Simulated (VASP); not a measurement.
# Zr in VASP: single point with PBE

Aim: the single point of Zr with PBE.

Everything below comes from runs of VASP 6.6.1. Logs are shortened: lines on timing, memory, paths and dates and some standing lists are left out, and cuts for length are marked.

### 1 The cell of the first run

The cell holds a cluster in a box, 1 atom: a = 9.018 Å, b = 9.118 Å, c = 9.218 Å, α = 90.00°, β = 90.00°, γ = 90.00°.

### 2 Single point, PBE, collinear spin

INCAR

```
SYSTEM = Zr
PREC = Accurate
ENCUT = 400
EDIFF = 1E-6
ISMEAR = -1
SIGMA = 0.1
LREAL = .FALSE.
LASPH = .TRUE.
NELM = 200
ALGO = Normal
ISIF = 2
LWAVE = .FALSE.
LCHARG = .TRUE.
ISPIN = 2
MAGMOM = 2.5
LORBIT = 11
LMAXMIX = 4
GGA = PE
LELF = .TRUE.
LVHAR = .TRUE.
NBANDS = 16
GGA_COMPAT = .FALSE.
```

KPOINTS

```
regular mesh
0
G
  1 1 1
  0 0 0
```

POSCAR

```
Zr
1.0
    9.0180000000      0.0000000000      0.0000000000
    0.0000000000      9.1182000000      0.0000000000
    0.0000000000      0.0000000000      9.2184000000
Zr
1
Direct
    0.5000000000      0.5000000000      0.5000000000
```

Potentials or basis: VASP PAW PBE potentials, release 64 (Zr_sv).

Command:

```bash
$ cat potpaw_PBE.64/Zr_sv/POTCAR > POTCAR
$ mpirun -np 1 vasp_gam > vasp.out
```

OUTCAR:

```text
SYSTEM = Zr
   PREC = Accurate
   ENCUT = 400
   EDIFF = 1E-6
   ISMEAR = -1
   LREAL = .FALSE.
   LASPH = .TRUE.
   NELM = 200
   ISIF = 2
   ISPIN = 2
   LORBIT = 11
   GGA = PE

 ion  position               nearest neighbor table
   1  0.500  0.500  0.500-

  LATTYP: Found a simple orthorhombic cell.
 ALAT       =     9.0180000000
 B/A-ratio  =     1.0111111111
 C/A-ratio  =     1.0222222222

  Lattice vectors:

 A1 = (   9.0180000000,   0.0000000000,   0.0000000000)
 A2 = (   0.0000000000,   9.1182000000,   0.0000000000)
 A3 = (   0.0000000000,   0.0000000000,   9.2184000000)

Analysis of symmetry for initial positions (statically):
=====================================================================
 Subroutine PRICEL returns:
 Original cell was already a primitive cell.

 Routine SETGRP: Setting up the symmetry group for a
 simple orthorhombic supercell.

 Subroutine GETGRP returns: Found  8 space group operations
 (whereof  8 operations were pure point group operations)
 out of a pool of  8 trial point group operations.

The static configuration has the point symmetry D_2h.

Analysis of symmetry for dynamics (positions and initial velocities):
=====================================================================
 Subroutine PRICEL returns:
 Original cell was already a primitive cell.

 Routine SETGRP: Setting up the symmetry group for a
 simple orthorhombic supercell.

 Subroutine GETGRP returns: Found  8 space group operations
 (whereof  8 operations were pure point group operations)
 out of a pool of  8 trial point group operations.

The dynamic configuration has the point symmetry D_2h.

Analysis of structural, dynamic, and magnetic symmetry:
=====================================================================
 Subroutine PRICEL returns:
 Original cell was already a primitive cell.

 Routine SETGRP: Setting up the symmetry group for a
 simple orthorhombic supercell.

 Subroutine GETGRP returns: Found  8 space group operations
 (whereof  8 operations were pure point group operations)
 out of a pool of  8 trial point group operations.

The overall configuration has the point symmetry D_2h.

 Subroutine INISYM returns: Found  8 space group operations
 (whereof  8 operations are pure point group operations),
 and found     1 'primitive' translations

----------------------------------------------------------------------------------------

                                     Primitive cell

[... 76 lines left out ...]
   NUPDOWN=      -1.0000    fix difference up-down
   EMIN   =  10.00;   EMAX   =-10.00  energy-range for DOS
   EFERMI =   0.00;   METHOD = LEGACY
   ISMEAR =    -1;   SIGMA  =   0.10  broadening in eV -4-tet -1-fermi 0-gaus
   EFERMI_NEDOS =   21; number of points for ismear=-14 and -15
   IALGO  =     38    algorithm
   IMIX   =      4    mixing-type and parameters
     AMIX     =   0.40;   BMIX     =  1.00
     AMIX_MAG =   1.60;   BMIX_MAG =  1.00
  volume/ion in A,a.u.               =     758.01      5115.30
  Fermi-wavevector in a.u.,A,eV,Ry     =   0.411065  0.776800  2.299034  0.168974
  Thomas-Fermi vector in A             =   1.367128
   LORBIT       =     11    0 simple, 1 ext, 2 COOP (PROOUT), +10 PAW based schemes
   GGA     = PE    functional components
   LHFCALC =     F    Hartree Fock is set to
   AEXX    =    0.0000 exact exchange contribution
   IVDW    =     0    specifies the selected vdW correction
   LEPSILON=     F    determine dielectric tensor
   LRPA    =     F    only Hartree local field effects (RPA)
 spin polarized calculation
  energy-cutoff  :      400.00
  volume of cell :      758.01
 maximum number of plane-waves:      6874
 NGX is ok and might be reduce to    60
   NGX = 29   NGY = 29   NGZ = 31

 number of electron      11.9999999 magnetization       3.1656468

 Free energy of the ion-electron system (eV)
  ---------------------------------------------------
  ext. energy  EPLUGINS =         0.00000000
  ---------------------------------------------------
  free energy    TOTEN  =        -2.35324066 eV

  energy without entropy =       -2.07679496  energy(sigma->0) =       -2.21501781

 E-fermi :  -2.8471     XC(G=0):  -1.6403

 val. band max:       -2.9060149508   @ k =   0.0000   0.0000   0.0000
 cond. band min:      -2.8137952655   @ k =   0.0000   0.0000   0.0000
 fundamental gap:      0.0922196853
 Fermi energy:        -2.8471344957

 spin component 1

 k-point     1 :       0.0000    0.0000    0.0000
  band No.  band energies     occupation
      1     -53.0343      1.00000
      2     -31.2139      1.00000
      3     -31.1408      1.00000
      4     -31.1408      1.00000
      5      -4.0369      0.99999
      6      -3.2311      0.97896
[... 8 lines left out ...]
     15       0.9228      0.00000
     16       0.9972      0.00000
 Fermi energy:        -2.8471344957

 spin component 2

 k-point     1 :       0.0000    0.0000    0.0000
  band No.  band energies     occupation
      1     -51.9033      1.00000
      2     -29.9861      1.00000
      3     -29.7650      1.00000
      4     -29.7650      1.00000
      5      -2.8138      0.41742
      6      -1.5316      0.00000
[... 8 lines left out ...]
     15       1.3145      0.00000
     16       1.3488      0.00000

------------------------ aborting loop because EDIFF is reached ----------------------------------------

  FORCE on cell =-STRESS in cart. coord.  units (eV):
  Direction    XX          YY          ZZ          XY          YZ          ZX
  --------------------------------------------------------------------------------------
  -------------------------------------------------------------------------------------
  Total       -0.2148981     -0.2063021     -0.2253341      0.0000000      0.0000000      0.0000000
  in kB       -0.4542221     -0.4360531     -0.4762803      0.0000000      0.0000000      0.0000000
  external PRESSURE =      -0.4555185 kB  Pullay stress =       0.0000000 kB

 VOLUME and BASIS-vectors are now :
 -----------------------------------------------------------------------------
  energy-cutoff  :      400.00
  volume of cell :      758.01
      direct lattice vectors                 reciprocal lattice vectors
     9.018000000  0.000000000  0.000000000     0.110889332  0.000000000  0.000000000
     0.000000000  9.118200000  0.000000000     0.000000000  0.109670768  0.000000000
     0.000000000  0.000000000  9.218400000     0.000000000  0.000000000  0.108478695

 POSITION                                       TOTAL-FORCE (eV/Angst)
 -----------------------------------------------------------------------------------
      4.50900      4.55910      4.60920         0.000000      0.000000      0.000000
 -----------------------------------------------------------------------------------
    total drift:                                0.000000      0.000000     -0.000000

  FREE ENERGIE OF THE ION-ELECTRON SYSTEM (eV)
  ---------------------------------------------------
  free  energy   TOTEN  =        -2.3532406620 eV

  energy  without entropy=       -2.0767949615  energy(sigma->0) =       -2.21501781

 total charge

# of ion       s       p       d       tot
------------------------------------------
    1        2.234   5.855   1.707   9.795

 magnetization (x)

# of ion       s       p       d       tot
------------------------------------------
    1        0.121   0.001   1.706   1.828
```

Run time: 3 min. Hardware: 1 thread of Intel Xeon Platinum 8488C (Sapphire Rapids), shared host; peak memory 0.61 GiB.

What came out:

```yaml
Free_energy: -2.3532 eV
Gap_between_the_frontier_levels: 0.09 eV
Net_moment: 3.17 μB per cell
Site_moments: Zr +1.83 μB
Valence_electrons_inside_the_program's_atomic_spheres: Zr 9.79
```

Levels at points of the mesh, in eV from the valence-band top:
Spin up:
```
           k point  band 4  band 5  band 6  band 7  band 8  band 9  band 10  band 11  band 12  band 13
(0.00, 0.00, 0.00)  -28.23   -1.13   -0.33   -0.03    0.00    0.26     0.26     1.97     1.99     2.00
```
Spin down:
| k point | band 1 | band 2 | band 3 | band 4 | band 5 | band 6 | band 7 | band 8 | band 9 |
| --- | --- | --- | --- | --- | --- | --- | --- | --- | --- |
| (0.00, 0.00, 0.00) | -49.00 | -27.08 | -26.86 | -26.86 | 0.09 | 1.37 | 1.37 | 1.69 | 1.76 |
